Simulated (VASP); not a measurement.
# TiC (P1) in VASP: single point with PBE

Aim: the single point of TiC with PBE.

All numbers are computed with VASP 6.6.1; they aren't measurements. Logs are shortened: lines on timing, memory, paths and dates and some standing lists are left out, and cuts for length are marked.

## (1) The cell of the first run

The typed cell holds 2 atoms: a = 3.104 Å, b = 3.085 Å, c = 3.092 Å, α = 60.00°, β = 60.38°, γ = 59.83°.

## (2) Single point, PBE (atoms moved at random and the cell strained at random)

Input file INCAR:

```
  PREC = Accurate
  ENCUT = 520
  EDIFF = 1E-6
  ISMEAR = 0
  SIGMA = 0.1
  LREAL = False
  LASPH = True
  NELM = 100
  ALGO = Normal
  ISIF = 2
  LWAVE = False
  LCHARG = False
  GGA = PE
  NBANDS = 15
```

Input file KPOINTS:

```
regular mesh
0
Gamma
  14 14 14
```

Input file POSCAR:

```
TiC
1.0
   -0.0088507600      2.1871331600      2.2026490400
    2.1765944800      0.0073359600      2.1864623200
    2.1893837200      2.1837356800     -0.0054532800
Ti C
1 1
Direct
    0.0094454713      0.0032578558     -0.0039325323
    0.4905545287      0.4967421442      0.5039325323
```

Potentials or basis: VASP PAW PBE potentials, release 64 (Ti_sv, C).

Launch:

```sh
$ cat potpaw_PBE.64/Ti_sv/POTCAR potpaw_PBE.64/C/POTCAR > POTCAR
$ mpirun -np 1 vasp_std > vasp.out
```

OUTCAR:

```text
PREC = Accurate
   ENCUT = 520
   EDIFF = 1E-6
   ISMEAR = 0
   LREAL = False
   LASPH = True
   NELM = 100
   ISIF = 2
   GGA = PE

 ion  position               nearest neighbor table
   1  0.009  0.003  0.996-   2 2.14   2 2.16   2 2.18   2 2.19   2 2.21   2 2.25
   2  0.491  0.497  0.504-   1 2.14   1 2.16   1 2.18   1 2.19   1 2.21   1 2.25

  LATTYP: Found a triclinic cell.
 ALAT       =     3.0851636623
 B/A-ratio  =     2.4440767825
 C/A-ratio  =     1.0023033163
 COS(alpha) =     0.0000697820
 COS(beta)  =     0.4999389697
 COS(gamma) =     0.8155515711

  Lattice vectors:

 A1 = (   2.1765944800,   0.0073359600,   2.1864623200)
 A2 = (   4.3492504800,  -4.3488609600,   4.3621912000)
 A3 = (   2.1893837200,   2.1837356800,  -0.0054532800)

Analysis of symmetry for initial positions (statically):
=====================================================================
 Subroutine PRICEL returns:
 Original cell was already a primitive cell.

 Routine SETGRP: Setting up the symmetry group for a
 triclinic supercell.

 Subroutine GETGRP returns: Found  1 space group operations
 (whereof  1 operations were pure point group operations)
 out of a pool of  2 trial point group operations.

The static configuration has the point symmetry C_1 .

Analysis of symmetry for dynamics (positions and initial velocities):
=====================================================================
 Subroutine PRICEL returns:
 Original cell was already a primitive cell.

 Routine SETGRP: Setting up the symmetry group for a
 triclinic supercell.

 Subroutine GETGRP returns: Found  1 space group operations
 (whereof  1 operations were pure point group operations)
 out of a pool of  2 trial point group operations.

The dynamic configuration has the point symmetry C_1 .

 Subroutine INISYM returns: Found  1 space group operations
 (whereof  1 operations are pure point group operations),
 and found     1 'primitive' translations

----------------------------------------------------------------------------------------

                                     Primitive cell

  volume of cell :      20.9721

  direct lattice vectors                    reciprocal lattice vectors
    -0.008850760  2.187133160  2.202649040    -0.227669084  0.228821988  0.225873841
     2.176594480  0.007335960  2.186462320     0.229921342 -0.229943531  0.229247642
     2.189383720  2.183735680 -0.005453280     0.227250905  0.229525352 -0.226995384

  length of vectors
     3.104076769  3.085163662  3.092269770     0.393969168  0.397859689  0.394780654

  position of ions in fractional coordinates (direct lattice)
     0.009445471  0.003257856  0.996067468
     0.490554529  0.496742144  0.503932532

  ion indices of the primitive-cell ions
   primitive index   ion index
                 1           1
                 2           2

----------------------------------------------------------------------------------------

 KPOINTS: regular mesh

Automatic generation of k-mesh.
 Grid dimensions read from file:
 generate k-points for:   14   14   14

 Generating k-lattice:

  Cartesian coordinates                     Fractional coordinates (reciprocal lattice)
    -0.016262077  0.016344428  0.016133846     0.071428571  0.000000000 -0.000000000
     0.016422953 -0.016424538  0.016374832     0.000000000  0.071428571  0.000000000
     0.016232207  0.016394668 -0.016213956     0.000000000  0.000000000  0.071428571

  Length of vectors
     0.028140655  0.028418549  0.028198618

  Shift w.r.t. Gamma in fractional coordinates (k-lattice)
     0.000000000  0.000000000  0.000000000

 Subroutine IBZKPT returns following result:
 ===========================================

 Found   1376 irreducible k-points:

 Following reciprocal coordinates:
            Coordinates               Weight
  0.000000  0.000000  0.000000      1.000000
  0.071429 -0.000000 -0.000000      2.000000
  0.142857 -0.000000 -0.000000      2.000000
  0.214286 -0.000000 -0.000000      2.000000
  0.285714  0.000000 -0.000000      2.000000
  0.357143 -0.000000 -0.000000      2.000000
[... 16 lines left out ...]
 -0.000000  0.142857  0.000000      2.000000
  0.071429  0.142857  0.000000      2.000000
 [... further k-points ...]
   k-points           NKPTS =   1376   k-points in BZ     NKDIM =   1376   number of bands    NBANDS=     15
   number of dos      NEDOS =    301   number of ions     NIONS =      2
   total plane-waves  NPLWV =  13824
   dimension x,y,z NGX =    24 NGY =   24 NGZ =   24
   dimension x,y,z NGXF=    48 NGYF=   48 NGZF=   48
   ions per type =               1   1
   NGX,Y,Z   is equivalent  to a cutoff of  12.85, 12.93, 12.90 a.u.
   NGXF,Y,Z  is equivalent  to a cutoff of  25.71, 25.87, 25.81 a.u.
 SYSTEM =  unknown system
   PREC   = accura    normal or accurate (medium, high low for compatibility)
   ISTART =      0    job   : 0-new  1-cont  2-samecut
   ICHARG =      2    charge: 1-file 2-atom 10-const
   ISPIN  =      1    spin polarized calculation?
   LNONCOLLINEAR =      F non collinear calculations
   LSORBIT =      F    spin-orbit coupling
   LASPH  =      T    aspherical Exc in radial PAW
   ENCUT  =  520.0 eV  38.22 Ry    6.18 a.u.   5.77  5.74  5.75*2*pi/ulx,y,z
   NELM   =    100;   NELMIN=  2; NELMDL= -5     # of ELM steps
   EDIFF  = 0.1E-05   stopping-criterion for ELM
   LREAL  =      F    real-space projection
   EDIFFG = 0.1E-04   stopping-criterion for IOM
   NSW    =      0    number of steps for IOM
   IBRION =     -1    ionic relax: 0-MD 1-quasi-New 2-CG
   NFREE  =      0    steps in history (QN), initial steepest desc. (CG)
   ISIF   =      2    stress and relaxation
   ISYM   =      2    0-nonsym 1-usesym 2-fastsym
   POTIM  = 0.5000    time-step for ionic-motion
   TEBEG  =    0.0;   TEEND  =   0.0 temperature during run
   PSTRESS=    0.0 pullay stress
   NELECT =      16.0000    total number of electrons
   NUPDOWN=      -1.0000    fix difference up-down
   EMIN   =  10.00;   EMAX   =-10.00  energy-range for DOS
   EFERMI =   0.00;   METHOD = LEGACY
   ISMEAR =     0;   SIGMA  =   0.10  broadening in eV -4-tet -1-fermi 0-gaus
   EFERMI_NEDOS =   21; number of points for ismear=-14 and -15
   IALGO  =     38    algorithm
   IMIX   =      4    mixing-type and parameters
     AMIX     =   0.40;   BMIX     =  1.00
     AMIX_MAG =   1.60;   BMIX_MAG =  1.00
  volume/ion in A,a.u.               =      10.49        70.76
  Fermi-wavevector in a.u.,A,eV,Ry     =   1.495894  2.826831 30.445759  2.237700
  Thomas-Fermi vector in A             =   2.607981
   LORBIT       =      0    0 simple, 1 ext, 2 COOP (PROOUT), +10 PAW based schemes
   GGA     = PE    functional components
   LHFCALC =     F    Hartree Fock is set to
   AEXX    =    0.0000 exact exchange contribution
   IVDW    =     0    specifies the selected vdW correction
   LEPSILON=     F    determine dielectric tensor
   LRPA    =     F    only Hartree local field effects (RPA)
 non-spin polarized calculation
 Gauss-broadening in eV      SIGMA  =   0.10
  energy-cutoff  :      520.00
  volume of cell :       20.97
 maximum number of plane-waves:       578
   NGX = 11   NGY = 11   NGZ = 11

 number of electron      16.0000001 magnetization

 Free energy of the ion-electron system (eV)
  ---------------------------------------------------
  ext. energy  EPLUGINS =         0.00000000
  ---------------------------------------------------
  free energy    TOTEN  =       -18.67943452 eV

  energy without entropy =      -18.67778798  energy(sigma->0) =      -18.67861125

 E-fermi :   9.0489     XC(G=0): -12.5319

 val. band max:        9.0388277278   @ k =   0.5000   0.5000   0.0000
 cond. band min:       9.0497439961   @ k =   0.0000   0.0714   0.0000
 fundamental gap:      0.0109162683
 Fermi energy:         9.0488674052

 k-point     1 :       0.0000    0.0000    0.0000
  band No.  band energies     occupation
      1     -47.6363      2.00000
      2     -23.6825      2.00000
      3     -23.6751      2.00000
      4     -23.6712      2.00000
      5      -3.2008      2.00000
      6       9.5704      0.00000
      7       9.6173      0.00000
      8       9.7404      0.00000
      9      10.2066      0.00000
     10      10.5932      0.00000
     11      10.8076      0.00000
     12      10.9300      0.00000
     13      11.1774      0.00000
     14      19.0492      0.00000
     15      22.9343      0.00000

 k-point     2 :       0.0714   -0.0000   -0.0000
  band No.  band energies     occupation
      1     -47.6333      2.00000
      2     -23.7024      2.00000
      3     -23.6774      2.00000
      4     -23.6755      2.00000
      5      -3.0910      2.00000
      6       9.0365      1.13849
      7       9.3427      0.00003
      8       9.4421      0.00000
      9      10.0152      0.00000
     10      10.1083      0.00000
     11      10.9661      0.00000
     12      11.8582      0.00000
     13      11.9296      0.00000
     14      19.2593      0.00000
     15      22.9542      0.00000

 k-point     3 :       0.1429   -0.0000   -0.0000
  band No.  band energies     occupation
      1     -47.6248      2.00000
      2     -23.7636      2.00000
      3     -23.6838      2.00000
      4     -23.6815      2.00000
      5      -2.7701      2.00000
      6       8.0498      2.00000
      7       8.5275      2.00000
      8       8.6043      2.00000
      9      10.1962      0.00000
     10      10.2174      0.00000
     11      11.2971      0.00000
     12      13.0115      0.00000
     13      13.0309      0.00000
     14      19.7353      0.00000
     15      22.8921      0.00000
[... 343 lines left out ...]
 k-point    23 :      -0.0000    0.1429    0.0000
  band No.  band energies     occupation
      1     -47.6241      2.00000
      2     -23.7595      2.00000
      3     -23.6909      2.00000
      4     -23.6825      2.00000
      5      -2.7621      2.00000
      6       8.0784      2.00000
      7       8.5223      2.00000
      8       8.6379      2.00000
      9      10.1269      0.00000
     10      10.1812      0.00000
     11      11.2626      0.00000
     12      13.0211      0.00000
     13      13.0775      0.00000
     14      19.7363      0.00000
     15      22.9312      0.00000

 k-point    24 :       0.0714    0.1429    0.0000
  band No.  band energies     occupation
      1     -47.6252      2.00000
      2     -23.7443      2.00000
      3     -23.6924      2.00000
      4     -23.6876      2.00000
      5      -2.8073      2.00000
      6       8.0078      2.00000
      7       8.7598      1.99996
      8       8.9210      1.92937
      9       9.6937      0.00000
     10      10.5324      0.00000
     11      11.4733      0.00000
     12      12.1583      0.00000
     13      13.2759      0.00000
     14      19.7604      0.00000
     15      23.0076      0.00000

 [... further k-points ...]

------------------------ aborting loop because EDIFF is reached ----------------------------------------

  FORCE on cell =-STRESS in cart. coord.  units (eV):
  Direction    XX          YY          ZZ          XY          YZ          ZX
  --------------------------------------------------------------------------------------
  -------------------------------------------------------------------------------------
  Total       -0.8804931     -0.7490166     -0.9853711     -0.0349188     -0.1379428      0.2121893
  in kB      -67.2658868    -57.2216522    -75.2781208     -2.6676456    -10.5382345     16.2103514
  external PRESSURE =     -66.5885533 kB  Pullay stress =       0.0000000 kB

 VOLUME and BASIS-vectors are now :
 -----------------------------------------------------------------------------
  energy-cutoff  :      520.00
  volume of cell :       20.97
      direct lattice vectors                 reciprocal lattice vectors
    -0.008850760  2.187133160  2.202649040    -0.227669084  0.228821988  0.225873841
     2.176594480  0.007335960  2.186462320     0.229921342 -0.229943531  0.229247642
     2.189383720  2.183735680 -0.005453280     0.227250905  0.229525352 -0.226995384

 POSITION                                       TOTAL-FORCE (eV/Angst)
 -----------------------------------------------------------------------------------
      2.18778      2.19583      0.02250         0.033822     -0.201427     -0.435626
      2.18017      2.17701      2.16388        -0.033822      0.201427      0.435626
 -----------------------------------------------------------------------------------
    total drift:                               -0.000001      0.000016      0.000054

  FREE ENERGIE OF THE ION-ELECTRON SYSTEM (eV)
  ---------------------------------------------------
  free  energy   TOTEN  =       -18.6794345250 eV

  energy  without entropy=      -18.6777879835  energy(sigma->0) =      -18.67861125
```

Run time: 2.5 min. Hardware: 1 thread of Intel Xeon 6975P-C (Granite Rapids), shared host; peak memory 0.51 GiB.

Results:

- Free energy: -18.6794 eV
- Pressure: -6.7 GPa
- Largest force: 0.481 eV/Å
- Band gap on the k mesh: zero (bands 8 and 9 overlap by 1.03 eV)

Forces in eV/Å, atoms in the order of the input:
```
Ti   0.034 -0.201 -0.436
C   -0.034  0.201  0.436
```

Stress tensor (GPa, compression positive):
```
-6.73 -0.27  1.62
-0.27 -5.72 -1.05
 1.62 -1.05 -7.53
```

Levels at points of the mesh, in eV from the Fermi level:
```csv
k point,band 6,band 7,band 8,band 9,band 10,band 11
"(0.00, 0.00, 0.00)",0.52,0.57,0.69,1.16,1.54,1.76
"(0.50, 0.00, 0.00)",-5.70,-2.79,-2.73,2.73,2.80,3.89
"(0.00, 0.50, 0.00)",-5.69,-2.86,-2.81,2.80,2.81,3.94
"(0.50, 0.50, 0.00)",-3.44,-1.54,-0.05,-0.01,2.59,3.34
"(0.00, 0.00, 0.50)",-5.70,-2.81,-2.73,2.73,2.81,3.90
"(0.50, 0.00, 0.50)",-3.37,-1.62,-0.13,0.03,2.62,3.34
"(0.00, 0.50, 0.50)",-3.40,-1.63,-0.08,0.03,2.63,3.33
"(0.50, 0.50, 0.50)",-5.69,-2.85,-2.76,2.76,2.81,3.92
```

Caveat: the cell differs from its parent crystal (atoms moved at random and the cell strained at random); the cell stands under tension.
